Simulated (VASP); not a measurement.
# Ta3H in VASP: a series of runs

The runs below take Ta3H through single point, with LDA.

All numbers are computed with VASP 6.6.1; they aren't measurements. Logs are shortened: lines on timing, memory, paths and dates and some standing lists are left out, and cuts for length are marked.

## (1) The cell of the first run

The cell holds a slab with vacuum, 8 atoms: a = 4.600 Å, b = 4.600 Å, c = 22.402 Å, α = 90.00°, β = 90.00°, γ = 120.00°.

## (2) Single point, LDA

Input file INCAR:

```
ALGO = Normal
DIPOL = 0.5 0.5 0.326
EDIFF = 1E-7
ENCUT = 520
GGA = CA
IDIPOL = 3
ISIF = 2
ISMEAR = 0
LASPH = T
LCHARG = F
LDIPOL = T
LREAL = F
LWAVE = F
NBANDS = 44
NELM = 80
PREC = Accurate
SIGMA = 0.1
```

Input file KPOINTS:

```
k-points
0
Gamma
  6 6 1
```

Input file POSCAR:

```
Ta3H
1.0
    4.6002247492      0.0000000000      0.0000000000
   -2.3001123746      3.9839114959      0.0000000000
    0.0000000000      0.0000000000     22.4017722044
Ta H
6 2
Direct
    0.6666666667      0.3333333333      0.1785573018
    0.3333333333      0.6666666667      0.2204743848
    0.0000000000      0.0000000000      0.2623914678
    0.6666666667      0.3333333333      0.3016814391
    0.3333333333      0.6666666667      0.3385386112
    0.0000000000      0.0000000000      0.3750494438
    0.2049700398      0.6666666667      0.4665600609
    0.4616966269      0.6666666667      0.4665600609
```

Potentials or basis: VASP PAW LDA potentials, release 64 (Ta_pv, H).

Run with:

```sh
> cat potpaw_LDA.64/Ta_pv/POTCAR potpaw_LDA.64/H/POTCAR > POTCAR
> mpirun -np 1 vasp_std > vasp.out
```

OUTCAR:

```text
EDIFF = 1E-7
   ENCUT = 520
   GGA = CA
   ISIF = 2
   ISMEAR = 0
   LASPH = T
   LREAL = F
   NELM = 80
   PREC = Accurate

 ion  position               nearest neighbor table
   1  0.667  0.333  0.179-   4 2.76   2 2.82   2 2.82   2 2.82   3 3.25   3 3.25   3 3.25
   2  0.333  0.667  0.220-   5 2.64   1 2.82   3 2.82   1 2.82   3 2.82   3 2.82   1 2.82   4 3.22
                             4 3.22   4 3.22
   3  0.000  0.000  0.262-   6 2.52   4 2.80   4 2.80   4 2.80   2 2.82   2 2.82   2 2.82   5 3.16
                             5 3.16   5 3.16   1 3.25   1 3.25   1 3.25
   4  0.667  0.333  0.302-   1 2.76   5 2.78   5 2.78   5 2.78   3 2.80   3 2.80   3 2.80   6 3.12
                             6 3.12   6 3.12   2 3.22   2 3.22   2 3.22
   5  0.333  0.667  0.339-   2 2.64   6 2.78   6 2.78   6 2.78   4 2.78   4 2.78   4 2.78   3 3.16
                             3 3.16   3 3.16
   6  0.000  0.000  0.375-   3 2.52   5 2.78   5 2.78   5 2.78   4 3.12   4 3.12   4 3.12
   7  0.205  0.667  0.467-
   8  0.462  0.667  0.467-

  LATTYP: Found a hexagonal cell.
 ALAT       =     4.6002247492
 C/A-ratio  =     4.8697125523

  Lattice vectors:

 A1 = (   4.6002247492,   0.0000000000,   0.0000000000)
 A2 = (  -2.3001123746,   3.9839114959,   0.0000000000)
 A3 = (   0.0000000000,   0.0000000000,  22.4017722044)

Analysis of symmetry for initial positions (statically):
=====================================================================
 Subroutine PRICEL returns:
 Original cell was already a primitive cell.

 Routine SETGRP: Setting up the symmetry group for a
 hexagonal supercell.

 Subroutine GETGRP returns: Found  2 space group operations
 (whereof  2 operations were pure point group operations)
 out of a pool of 24 trial point group operations.

The static configuration has the point symmetry C_1h.

Analysis of symmetry for dynamics (positions and initial velocities):
=====================================================================
 Subroutine PRICEL returns:
 Original cell was already a primitive cell.

 Routine SETGRP: Setting up the symmetry group for a
 hexagonal supercell.

 Subroutine GETGRP returns: Found  2 space group operations
 (whereof  2 operations were pure point group operations)
 out of a pool of 24 trial point group operations.

The dynamic configuration has the point symmetry C_1h.

 Subroutine INISYM returns: Found  2 space group operations
 (whereof  2 operations are pure point group operations),
 and found     1 'primitive' translations

----------------------------------------------------------------------------------------

                                     Primitive cell

  volume of cell :     410.5548

  direct lattice vectors                    reciprocal lattice vectors
     4.600224749  0.000000000  0.000000000     0.217380683  0.125504796  0.000000000
    -2.300112375  3.983911496  0.000000000     0.000000000  0.251009592  0.000000000
     0.000000000  0.000000000 22.401772204     0.000000000  0.000000000  0.044639325

  length of vectors
     4.600224749  4.600224749 22.401772204     0.251009592  0.251009592  0.044639325

  position of ions in fractional coordinates (direct lattice)
     0.666666667  0.333333333  0.178557302
     0.333333333  0.666666667  0.220474385
     0.000000000  0.000000000  0.262391468
     0.666666667  0.333333333  0.301681439
     0.333333333  0.666666667  0.338538611
     0.000000000  0.000000000  0.375049444
     0.204970040  0.666666667  0.466560061
     0.461696627  0.666666667  0.466560061

  ion indices of the primitive-cell ions
   primitive index   ion index
                 1           1
                 2           2
                 3           3
                 4           4
                 5           5
                 6           6
                 7           7
                 8           8

----------------------------------------------------------------------------------------

 KPOINTS: k-points

Automatic generation of k-mesh.
 Grid dimensions read from file:
 generate k-points for:    6    6    1

 Generating k-lattice:

  Cartesian coordinates                     Fractional coordinates (reciprocal lattice)
     0.036230114  0.020917466  0.000000000     0.166666667  0.000000000  0.000000000
     0.000000000  0.041834932  0.000000000     0.000000000  0.166666667  0.000000000
     0.000000000  0.000000000  0.044639325     0.000000000  0.000000000  1.000000000

  Length of vectors
     0.041834932  0.041834932  0.044639325

  Shift w.r.t. Gamma in fractional coordinates (k-lattice)
     0.000000000  0.000000000  0.000000000

 Subroutine IBZKPT returns following result:
 ===========================================

 Found     13 irreducible k-points:

 Following reciprocal coordinates:
            Coordinates               Weight
  0.000000  0.000000  0.000000      1.000000
  0.166667  0.000000  0.000000      4.000000
  0.000000  0.166667  0.000000      2.000000
  0.333333  0.000000  0.000000      4.000000
  0.000000  0.333333  0.000000      2.000000
  0.500000  0.000000  0.000000      2.000000
  0.000000  0.500000  0.000000      1.000000
  0.166667  0.166667  0.000000      4.000000
 -0.333333  0.166667  0.000000      2.000000
  0.333333  0.166667  0.000000      4.000000
 -0.166667  0.500000  0.000000      4.000000
  0.500000  0.333333  0.000000      4.000000
  0.333333  0.333333  0.000000      2.000000
   k-points           NKPTS =     13   k-points in BZ     NKDIM =     13   number of bands    NBANDS=     44
   number of dos      NEDOS =    301   number of ions     NIONS =      8
   total plane-waves  NPLWV = 217728
   dimension x,y,z NGX =    36 NGY =   36 NGZ =  168
   dimension x,y,z NGXF=    72 NGYF=   72 NGZF=  336
   ions per type =               6   2
   NGX,Y,Z   is equivalent  to a cutoff of  13.01, 13.01, 12.47 a.u.
   NGXF,Y,Z  is equivalent  to a cutoff of  26.02, 26.02, 24.93 a.u.
 SYSTEM =  unknown system
   PREC   = accura    normal or accurate (medium, high low for compatibility)
   ISTART =      0    job   : 0-new  1-cont  2-samecut
   ICHARG =      2    charge: 1-file 2-atom 10-const
   ISPIN  =      1    spin polarized calculation?
   LNONCOLLINEAR =      F non collinear calculations
   LSORBIT =      F    spin-orbit coupling
   LASPH  =      T    aspherical Exc in radial PAW
   ENCUT  =  520.0 eV  38.22 Ry    6.18 a.u.   8.55  8.55 41.65*2*pi/ulx,y,z
   NELM   =     80;   NELMIN=  2; NELMDL= -5     # of ELM steps
   EDIFF  = 0.1E-06   stopping-criterion for ELM
   LREAL  =      F    real-space projection
   EDIFFG = 0.1E-05   stopping-criterion for IOM
   NSW    =      0    number of steps for IOM
   IBRION =     -1    ionic relax: 0-MD 1-quasi-New 2-CG
   NFREE  =      0    steps in history (QN), initial steepest desc. (CG)
   ISIF   =      2    stress and relaxation
   ISYM   =      2    0-nonsym 1-usesym 2-fastsym
   POTIM  = 0.5000    time-step for ionic-motion
   TEBEG  =    0.0;   TEEND  =   0.0 temperature during run
   PSTRESS=    0.0 pullay stress
   NELECT =      68.0000    total number of electrons
   NUPDOWN=      -1.0000    fix difference up-down
   EMIN   =  10.00;   EMAX   =-10.00  energy-range for DOS
   EFERMI =   0.00;   METHOD = LEGACY
   ISMEAR =     0;   SIGMA  =   0.10  broadening in eV -4-tet -1-fermi 0-gaus
   EFERMI_NEDOS =   21; number of points for ismear=-14 and -15
   IALGO  =     38    algorithm
   IMIX   =      4    mixing-type and parameters
     AMIX     =   0.40;   BMIX     =  1.00
     AMIX_MAG =   1.60;   BMIX_MAG =  1.00
  volume/ion in A,a.u.               =      51.32       346.32
  Fermi-wavevector in a.u.,A,eV,Ry     =   0.899057  1.698972 10.997647  0.808304
  Thomas-Fermi vector in A             =   2.021844
   LORBIT       =      0    0 simple, 1 ext, 2 COOP (PROOUT), +10 PAW based schemes
   GGA     = CA    functional components
   LHFCALC =     F    Hartree Fock is set to
   AEXX    =    0.0000 exact exchange contribution
   IVDW    =     0    specifies the selected vdW correction
   LEPSILON=     F    determine dielectric tensor
   LRPA    =     F    only Hartree local field effects (RPA)
 non-spin polarized calculation
 Gauss-broadening in eV      SIGMA  =   0.10
  energy-cutoff  :      520.00
  volume of cell :      410.55
 maximum number of plane-waves:     11105
 NGX is ok and might be reduce to    36
   NGX = 17   NGY = 17   NGZ = 83

 dipolmoment           0.000000      0.000000     -0.008939 electrons x Angstroem

 number of electron      68.0000007 magnetization

 dipolmoment           0.000000      0.000000      0.039482 electrons x Angstroem

 Free energy of the ion-electron system (eV)
  ---------------------------------------------------
  ext. energy  EPLUGINS =         0.00000000
  ---------------------------------------------------
  free energy    TOTEN  =       -75.37593066 eV

  energy without entropy =      -75.34813888  energy(sigma->0) =      -75.36203477

 E-fermi :  -1.2410     XC(G=0):  -4.6176

 val. band max:       -1.2681092276   @ k =   0.0000   0.3333   0.0000
 cond. band min:      -1.2102221744   @ k =   0.3333   0.3333   0.0000
 fundamental gap:      0.0578870532
 Fermi energy:        -1.2410261064

 k-point     1 :       0.0000    0.0000    0.0000
  band No.  band energies     occupation
      1     -35.7099      2.00000
      2     -35.6286      2.00000
      3     -35.4164      2.00000
      4     -35.4046      2.00000
      5     -35.2813      2.00000
      6     -35.2791      2.00000
[... 36 lines left out ...]
     43       1.7693      0.00000
     44       1.9224      0.00000

 k-point     2 :       0.1667    0.0000    0.0000
  band No.  band energies     occupation
      1     -35.7255      2.00000
      2     -35.6441      2.00000
      3     -35.4877      2.00000
      4     -35.4384      2.00000
      5     -35.3583      2.00000
      6     -35.3288      2.00000
[... 509 lines left out ...]
 k-point    13 :       0.3333    0.3333    0.0000
  band No.  band energies     occupation
      1     -35.7803      2.00000
      2     -35.7369      2.00000
      3     -35.4724      2.00000
      4     -35.4434      2.00000
      5     -35.3782      2.00000
      6     -35.3708      2.00000
[... 36 lines left out ...]
     43       0.7159      0.00000
     44       1.3270      0.00000

------------------------ aborting loop because EDIFF is reached ----------------------------------------

 vacuum level on the upper side and lower side of the slab       (xc-potential included)         0.109        -0.272

  FORCE on cell =-STRESS in cart. coord.  units (eV):
  Direction    XX          YY          ZZ          XY          YZ          ZX
  --------------------------------------------------------------------------------------
  -------------------------------------------------------------------------------------
  Total       -8.7393625     -4.8329014     -4.5469971      0.0000000     -0.0669070      0.0000000
  in kB      -34.1050922    -18.8602483    -17.7445158      0.0000000     -0.2611024      0.0000000
  external PRESSURE =     -23.5699521 kB  Pullay stress =       0.0000000 kB

 VOLUME and BASIS-vectors are now :
 -----------------------------------------------------------------------------
  energy-cutoff  :      520.00
  volume of cell :      410.55
      direct lattice vectors                 reciprocal lattice vectors
     4.600224749  0.000000000  0.000000000     0.217380683  0.125504796  0.000000000
    -2.300112375  3.983911496  0.000000000     0.000000000  0.251009592  0.000000000
     0.000000000  0.000000000 22.401772204     0.000000000  0.000000000  0.044639325

 POSITION                                       TOTAL-FORCE (eV/Angst)
 -----------------------------------------------------------------------------------
      2.30011      1.32797      4.00000         0.000000      0.038840      2.025510
     -0.00000      2.65594      4.93902         0.000000      0.009076     -0.526440
      0.00000      0.00000      5.87803         0.000000     -0.024020     -1.971020
      2.30011      1.32797      6.75820         0.000000      0.003334      0.194303
     -0.00000      2.65594      7.58386         0.000000      0.087504      0.677246
      0.00000      0.00000      8.40177         0.000000     -0.188851      0.336178
     -0.59050      2.65594     10.45177         3.045588      0.037058     -0.367888
      0.59050      2.65594     10.45177        -3.045588      0.037058     -0.367888
 -----------------------------------------------------------------------------------
    total drift:                               -0.000000      0.000012      0.000282

  FREE ENERGIE OF THE ION-ELECTRON SYSTEM (eV)
  ---------------------------------------------------
  free  energy   TOTEN  =       -75.3759306571 eV

  energy  without entropy=      -75.3481388781  energy(sigma->0) =      -75.36203477

 vacuum level on the upper side and lower side of the slab         2.848         2.444
```

Wall time 4.8 min (1 thread of Intel Xeon 6975P-C (Granite Rapids), shared host); peak memory 0.46 GiB.

What came out:

| Property | Result |
| --- | --- |
| Free energy | -75.3759 eV |
| Largest force | 3.068 eV/Å |
| Band gap on the k mesh | zero (band 34 reaches -1.27 eV, above the bottom of band 35 at -1.31 eV) |

Forces on the atoms (eV/Å):
```
Ta   0.000  0.039  2.026
Ta   0.000  0.009 -0.526
Ta   0.000 -0.024 -1.971
Ta   0.000  0.003  0.194
Ta   0.000  0.088  0.677
Ta   0.000 -0.189  0.336
H    3.046  0.037 -0.368
H   -3.046  0.037 -0.368
```

Levels at points of the mesh, in eV from the Fermi level:
| k point | band 30 | band 31 | band 32 | band 33 | band 34 | band 35 | band 36 | band 37 | band 38 | band 39 |
| --- | --- | --- | --- | --- | --- | --- | --- | --- | --- | --- |
| (0.00, 0.00, 0.00) | -1.05 | -1.01 | -0.96 | -0.37 | -0.34 | 0.19 | 0.21 | 0.23 | 0.94 | 2.01 |
| (0.50, 0.00, 0.00) | -1.44 | -0.98 | -0.91 | -0.37 | -0.28 | -0.03 | 0.50 | 0.81 | 1.13 | 1.22 |
| (0.00, 0.50, 0.00) | -1.42 | -0.99 | -0.91 | -0.31 | -0.29 | 0.19 | 0.53 | 0.86 | 1.04 | 1.20 |

Caveat: spin-orbit coupling is left out, which moves the levels of the heavy elements.

(Part 1 of 2 ends here.)
